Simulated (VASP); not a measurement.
# KCl (P4/mmm) in VASP: notebook

KCl is run at these levels: PBE; tasks: single point.

Program: VASP 6.6.1. These are calculated values, not measurements. Logs are shortened: lines on timing, memory, paths and dates and some standing lists are left out, and cuts for length are marked.

## (1) The cell of the first run

Symmetry: P4/mmm, No. 123, tetragonal system. The conventional cell has a = 3.782 Å, b = 3.782 Å, c = 3.897 Å, α = 90.00°, β = 90.00°, γ = 90.00°. Within 4.4 Å of K (site symmetry 4/mmm) lie 8 Cl at 3.31 Å and 6 K at 3.78 to 3.90 Å. Cl (site symmetry 4/mmm) has 8 K at 3.31 Å and 6 Cl at 3.78 to 3.90 Å within 4.4 Å.

## (2) Single point, PBE (strain -0.015 along x and y, +0.015 along z)

INCAR

```
SYSTEM = KCl
PREC     = Accurate       ! precision mode
ENCUT    = 520            ! plane-wave cutoff, eV
EDIFF    = 1E-7           ! SCF threshold, eV
ISMEAR   = 0              ! smearing method
SIGMA    = 0.05           ! smearing width, eV
LREAL    = .FALSE.        ! projectors in reciprocal space
LASPH    = .TRUE.         ! aspherical terms in the spheres
NELM     = 60             ! most SCF steps
ALGO     = Normal         ! electronic algorithm
ISIF     = 2              ! what is computed and relaxed
LWAVE    = .FALSE.        ! write WAVECAR
LCHARG   = .FALSE.        ! write CHGCAR
GGA      = PE             ! functional
NBANDS   = 15             ! bands
```

KPOINTS

```
Automatic mesh
0
G
  6 6 6
  0 0 0
```

POSCAR

```
KCl
1.0
    3.7816080600      0.0000000000      0.0000000000
    0.0000000000      3.7816080600      0.0000000000
    0.0000000000      0.0000000000      3.8967839400
K Cl
1 1
Direct
    0.0000000000      0.0000000000      0.0000000000
    0.5000000000      0.5000000000      0.5000000000
```

Potentials or basis: VASP PAW PBE potentials, release 64 (K_sv, Cl).

Command:

```bash
$ cat potpaw_PBE.64/K_sv/POTCAR potpaw_PBE.64/Cl/POTCAR > POTCAR
$ mpirun -np 1 vasp_std > vasp.out
```

OUTCAR:

```text
SYSTEM = KCl
   PREC = Accurate
   ENCUT = 520
   EDIFF = 1E-7
   ISMEAR = 0
   LREAL = .FALSE.
   LASPH = .TRUE.
   NELM = 60
   ISIF = 2
   GGA = PE

 ion  position               nearest neighbor table
   1  0.000  0.000  0.000-
   2  0.500  0.500  0.500-

  LATTYP: Found a simple tetragonal cell.
 ALAT       =     3.7816080600
 C/A-ratio  =     1.0304568528

  Lattice vectors:

 A1 = (   3.7816080600,   0.0000000000,   0.0000000000)
 A2 = (   0.0000000000,   3.7816080600,   0.0000000000)
 A3 = (   0.0000000000,   0.0000000000,   3.8967839400)

Analysis of symmetry for initial positions (statically):
=====================================================================
 Subroutine PRICEL returns:
 Original cell was already a primitive cell.

 Routine SETGRP: Setting up the symmetry group for a
 simple tetragonal supercell.

 Subroutine GETGRP returns: Found 16 space group operations
 (whereof 16 operations were pure point group operations)
 out of a pool of 16 trial point group operations.

The static configuration has the point symmetry D_4h.

Analysis of symmetry for dynamics (positions and initial velocities):
=====================================================================
 Subroutine PRICEL returns:
 Original cell was already a primitive cell.

 Routine SETGRP: Setting up the symmetry group for a
 simple tetragonal supercell.

 Subroutine GETGRP returns: Found 16 space group operations
 (whereof 16 operations were pure point group operations)
 out of a pool of 16 trial point group operations.

The dynamic configuration has the point symmetry D_4h.

 Subroutine INISYM returns: Found 16 space group operations
 (whereof 16 operations are pure point group operations),
 and found     1 'primitive' translations

----------------------------------------------------------------------------------------

                                     Primitive cell

  volume of cell :      55.7262

  direct lattice vectors                    reciprocal lattice vectors
     3.781608060  0.000000000  0.000000000     0.264437769  0.000000000  0.000000000
     0.000000000  3.781608060  0.000000000     0.000000000  0.264437769  0.000000000
     0.000000000  0.000000000  3.896783940     0.000000000  0.000000000  0.256621875

  length of vectors
     3.781608060  3.781608060  3.896783940     0.264437769  0.264437769  0.256621875

  position of ions in fractional coordinates (direct lattice)
     0.000000000  0.000000000  0.000000000
     0.500000000  0.500000000  0.500000000

  ion indices of the primitive-cell ions
   primitive index   ion index
                 1           1
[... 86 lines left out ...]
   EMIN   =  10.00;   EMAX   =-10.00  energy-range for DOS
   EFERMI =   0.00;   METHOD = LEGACY
   ISMEAR =     0;   SIGMA  =   0.05  broadening in eV -4-tet -1-fermi 0-gaus
   EFERMI_NEDOS =   21; number of points for ismear=-14 and -15
   IALGO  =     38    algorithm
   IMIX   =      4    mixing-type and parameters
     AMIX     =   0.40;   BMIX     =  1.00
     AMIX_MAG =   1.60;   BMIX_MAG =  1.00
  volume/ion in A,a.u.               =      27.86       188.03
  Fermi-wavevector in a.u.,A,eV,Ry     =   1.080011  2.040926 15.870173  1.166425
  Thomas-Fermi vector in A             =   2.215991
   LORBIT       =      0    0 simple, 1 ext, 2 COOP (PROOUT), +10 PAW based schemes
   GGA     = PE    functional components
   LHFCALC =     F    Hartree Fock is set to
   AEXX    =    0.0000 exact exchange contribution
   IVDW    =     0    specifies the selected vdW correction
   LEPSILON=     F    determine dielectric tensor
   LRPA    =     F    only Hartree local field effects (RPA)
 non-spin polarized calculation
 Gauss-broadening in eV      SIGMA  =   0.05
  energy-cutoff  :      520.00
  volume of cell :       55.73
 maximum number of plane-waves:      1522
   NGX = 15   NGY = 15   NGZ = 15

 number of electron      16.0000002 magnetization

 Free energy of the ion-electron system (eV)
  ---------------------------------------------------
  ext. energy  EPLUGINS =         0.00000000
  ---------------------------------------------------
  free energy    TOTEN  =        -6.64991795 eV

  energy without entropy =       -6.64991795  energy(sigma->0) =       -6.64991795

 E-fermi :  -0.3787     XC(G=0):  -8.1379

 val. band max:       -0.7084519702   @ k =   0.5000   0.0000   0.5000
 cond. band min:       4.0940931397   @ k =   0.0000   0.0000   0.0000
 fundamental gap:      4.8025451100
 Fermi energy:        -0.3787152155

 k-point     1 :       0.0000    0.0000    0.0000
  band No.  band energies     occupation
      1     -28.7988      2.00000
      2     -13.3502      2.00000
      3     -12.1895      2.00000
      4     -12.1772      2.00000
      5     -12.1772      2.00000
      6      -1.0652      2.00000
      7      -0.9059      2.00000
      8      -0.9059      2.00000
      9       4.0941      0.00000
     10       5.7493      0.00000
     11       5.8578      0.00000
     12       9.8593      0.00000
     13       9.8593      0.00000
     14      10.0564      0.00000
[... 401 lines left out ...]
      2     -13.2341      2.00000
      3     -12.3233      2.00000
      4     -12.3001      2.00000
      5     -12.1290      2.00000
      6      -2.1498      2.00000
      7      -1.7471      2.00000
      8      -0.7581      2.00000
      9       5.8146      0.00000
     10       6.8011      0.00000
     11       8.5524      0.00000
     12       8.6521      0.00000
     13       9.2203      0.00000
     14      10.0162      0.00000
     15      11.5017      0.00000

 [... further k-points ...]

------------------------ aborting loop because EDIFF is reached ----------------------------------------

  FORCE on cell =-STRESS in cart. coord.  units (eV):
  Direction    XX          YY          ZZ          XY          YZ          ZX
  --------------------------------------------------------------------------------------
  -------------------------------------------------------------------------------------
  Total        0.2407621      0.2407621     -0.2144076      0.0000000      0.0000000      0.0000000
  in kB        6.9221230      6.9221230     -6.1644092      0.0000000      0.0000000      0.0000000
  external PRESSURE =       2.5599456 kB  Pullay stress =       0.0000000 kB

 VOLUME and BASIS-vectors are now :
 -----------------------------------------------------------------------------
  energy-cutoff  :      520.00
  volume of cell :       55.73
      direct lattice vectors                 reciprocal lattice vectors
     3.781608060  0.000000000  0.000000000     0.264437769  0.000000000  0.000000000
     0.000000000  3.781608060  0.000000000     0.000000000  0.264437769  0.000000000
     0.000000000  0.000000000  3.896783940     0.000000000  0.000000000  0.256621875

 POSITION                                       TOTAL-FORCE (eV/Angst)
 -----------------------------------------------------------------------------------
      0.00000      0.00000      0.00000         0.000000      0.000000      0.000000
      1.89080      1.89080      1.94839         0.000000      0.000000      0.000000
 -----------------------------------------------------------------------------------
    total drift:                               -0.000000      0.000000      0.000000

  FREE ENERGIE OF THE ION-ELECTRON SYSTEM (eV)
  ---------------------------------------------------
  free  energy   TOTEN  =        -6.6499179515 eV

  energy  without entropy=       -6.6499179515  energy(sigma->0) =       -6.64991795
```

Run time: 19 s. Hardware: 1 thread of Intel Xeon Platinum 8375C at 2.90GHz (Ice Lake), shared host; peak memory 0.17 GiB.

What came out:

```yaml
Free_energy: -6.6499 eV
Pressure: 0.3 GPa
Band_gap_on_the_k_mesh: 4.80 eV (least direct gap 5.00 eV)
```

Stress tensor (GPa, compression positive):
```
 0.69  0.00  0.00
 0.00  0.69  0.00
 0.00  0.00 -0.62
```

Levels at points of the mesh, in eV from the valence-band top:
| k point | band 4 | band 5 | band 6 | band 7 | band 8 | band 9 | band 10 | band 11 | band 12 | band 13 |
| --- | --- | --- | --- | --- | --- | --- | --- | --- | --- | --- |
| (0.00, 0.00, 0.00) | -11.47 | -11.47 | -0.36 | -0.20 | -0.20 | 4.80 | 6.46 | 6.57 | 10.57 | 10.57 |
| (0.50, 0.00, 0.00) | -11.44 | -11.34 | -1.85 | -0.37 | -0.19 | 7.72 | 7.87 | 8.37 | 10.09 | 10.40 |
| (0.50, 0.50, 0.00) | -11.72 | -11.42 | -1.26 | -1.26 | -0.13 | 6.21 | 7.09 | 8.72 | 8.72 | 11.47 |
| (0.00, 0.00, 0.50) | -11.44 | -11.29 | -1.84 | -0.22 | -0.22 | 7.73 | 7.81 | 8.13 | 10.14 | 10.61 |
| (0.50, 0.00, 0.50) | -11.67 | -11.42 | -1.30 | -1.23 | 0.00 | 6.12 | 7.33 | 8.95 | 9.05 | 11.29 |
| (0.50, 0.50, 0.50) | -11.67 | -11.61 | -1.40 | -1.40 | -1.36 | 8.75 | 8.84 | 8.84 | 9.72 | 9.97 |

Caveat: the cell differs from its parent crystal (strain -0.015 along x and y, +0.015 along z).

## (3) Single point, PBE (strain -0.015 along x and y, +0.030 along z)

INCAR

```
PREC = Accurate
ENCUT = 520
EDIFF = 1E-7
ISMEAR = 0
SIGMA = 0.05
LREAL = F
LASPH = T
NELM = 100
ALGO = Normal
ISIF = 2
LWAVE = F
LCHARG = F
GGA = PE
NBANDS = 15
```

KPOINTS

```
Automatic mesh
0
Gamma
  6 6 6
```

POSCAR, as its differences from that of step 2:

```diff
@@ -4,3 +4,3 @@
     0.0000000000      3.7816080600      0.0000000000
-    0.0000000000      0.0000000000      3.8967839400
+    0.0000000000      0.0000000000      3.9543718800
 K Cl
```

Potentials or basis: VASP PAW PBE potentials, release 64 (K_sv, Cl).

Command:

```bash
$ cat potpaw_PBE.64/K_sv/POTCAR potpaw_PBE.64/Cl/POTCAR > POTCAR
$ mpirun -np 1 vasp_std > vasp.out
```

OUTCAR:

```text
PREC = Accurate
   ENCUT = 520
   EDIFF = 1E-7
   ISMEAR = 0
   LREAL = F
   LASPH = T
   NELM = 100
   ISIF = 2
   GGA = PE

 ion  position               nearest neighbor table
   1  0.000  0.000  0.000-
   2  0.500  0.500  0.500-

  LATTYP: Found a simple tetragonal cell.
 ALAT       =     3.7816080600
 C/A-ratio  =     1.0456852792

  Lattice vectors:

 A1 = (   3.7816080600,   0.0000000000,   0.0000000000)
[... 614 lines left out ...]
     15      11.3763      0.00000

 [... further k-points ...]

------------------------ aborting loop because EDIFF is reached ----------------------------------------

  FORCE on cell =-STRESS in cart. coord.  units (eV):
  Direction    XX          YY          ZZ          XY          YZ          ZX
  --------------------------------------------------------------------------------------
  -------------------------------------------------------------------------------------
  Total        0.2156132      0.2156132     -0.4607364      0.0000000      0.0000000      0.0000000
  in kB        6.1087924      6.1087924    -13.0536694      0.0000000      0.0000000      0.0000000
  external PRESSURE =      -0.2786948 kB  Pullay stress =       0.0000000 kB

 VOLUME and BASIS-vectors are now :
 -----------------------------------------------------------------------------
  energy-cutoff  :      520.00
  volume of cell :       56.55
      direct lattice vectors                 reciprocal lattice vectors
     3.781608060  0.000000000  0.000000000     0.264437769  0.000000000  0.000000000
     0.000000000  3.781608060  0.000000000     0.000000000  0.264437769  0.000000000
     0.000000000  0.000000000  3.954371880     0.000000000  0.000000000  0.252884663

 POSITION                                       TOTAL-FORCE (eV/Angst)
 -----------------------------------------------------------------------------------
      0.00000      0.00000      0.00000         0.000000      0.000000      0.000000
      1.89080      1.89080      1.97719         0.000000      0.000000      0.000000
 -----------------------------------------------------------------------------------
    total drift:                               -0.000000      0.000000      0.000000

  FREE ENERGIE OF THE ION-ELECTRON SYSTEM (eV)
  ---------------------------------------------------
  free  energy   TOTEN  =        -6.6452292065 eV

  energy  without entropy=       -6.6452292065  energy(sigma->0) =       -6.64522921
```

OSZICAR:

```text
N       E                     dE             d eps       ncg     rms          rms(c)
DAV:   1     0.102103795679E+03    0.10210E+03   -0.71985E+03  1200   0.964E+02
DAV:   2    -0.900661502607E+00   -0.10300E+03   -0.95313E+02  1530   0.242E+02
DAV:   3    -0.677067975266E+01   -0.58700E+01   -0.58410E+01  1662   0.512E+01
DAV:   4    -0.696205407690E+01   -0.19137E+00   -0.19135E+00  1804   0.877E+00
DAV:   5    -0.696357900816E+01   -0.15249E-02   -0.15249E-02  1732   0.866E-01    0.291E+00
DAV:   6    -0.667826103780E+01    0.28532E+00   -0.31029E-01  1522   0.319E+00    0.240E+00
DAV:   7    -0.664319531977E+01    0.35066E-01   -0.89512E-02  1606   0.194E+00    0.146E+00
DAV:   8    -0.664493590630E+01   -0.17406E-02   -0.17633E-02  1685   0.102E+00    0.220E-01
DAV:   9    -0.664495465714E+01   -0.18751E-04   -0.81453E-04  1649   0.199E-01    0.111E-01
DAV:  10    -0.664523297751E+01   -0.27832E-03   -0.38909E-04  1333   0.155E-01    0.292E-02
DAV:  11    -0.664522768084E+01    0.52967E-05   -0.17833E-05  1701   0.313E-02    0.943E-03
DAV:  12    -0.664522921109E+01   -0.15303E-05   -0.13137E-06  1383   0.920E-03    0.176E-03
DAV:  13    -0.664522920649E+01    0.46002E-08   -0.64654E-08  1381   0.212E-03
   1 F= -.66452292E+01 E0= -.66452292E+01  d E =-.126246E-10
```

stdout:

```text
POSCAR found type information on POSCAR K Cl
 POSCAR found :  2 types and       2 ions
 scaLAPACK will be used
 LDA part: xc-table for (Slater+PW92), standard interpolation
 POSCAR, INCAR and KPOINTS ok, starting setup
 FFT: planning ... GRIDC
 FFT: planning ... GRID_SOFT
 FFT: planning ... GRID
 WAVECAR not read
 entering main loop
```

Wall time 18 s (1 thread of Intel Xeon Platinum 8375C at 2.90GHz (Ice Lake), shared host); peak memory 0.17 GiB.

What came out:

```yaml
Free_energy: -6.6452 eV
Pressure: 0.0 GPa
Band_gap_on_the_k_mesh: 4.70 eV (least direct gap 4.89 eV)
```

Stress tensor (GPa, compression positive):
```
 0.61  0.00  0.00
 0.00  0.61  0.00
 0.00  0.00 -1.31
```

Caveat: the cell differs from its parent crystal (strain -0.015 along x and y, +0.030 along z). A k mesh can miss the band edges.
